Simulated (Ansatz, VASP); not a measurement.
## One calculation of Mo, two programs

```
Mo
1.0
    -1.56467    1.56467    1.56467
     1.56467   -1.56467    1.56467
     1.56467    1.56467   -1.56467
Mo
1
Direct
  0.00000 0.00000 0.00000
```

Alike in both runs: functional PBEsol; k mesh 18 × 18 × 18; occupations gaussian, width 0.1 eV; no spin polarisation.

Ansatz relaxed the structure, and its values are those at the end. VASP's run is a single point on that final structure, the one shown.

|  | VASP | Ansatz |
| --- | --- | --- |
| version | VASP 6.6.1 | Ansatz 0.2.0 |
| potentials or method | VASP PAW PBE potentials, release 64 (Mo_sv), cutoff 520 eV | scalar-relativistic, plane waves, PAW |
| valence electrons in the cell | 14 | 14 |

|  | VASP | Ansatz | Ansatz less VASP |
| --- | --- | --- | --- |
| gap on the k mesh at the Fermi level (eV) | none | none | - |
| pressure (GPa) | 0.5 | 0.0 | -0.55 |

VASP's potentials were made for PBE, not for PBEsol. A gap of «none» marks a metal or a gap that the smearing closes.
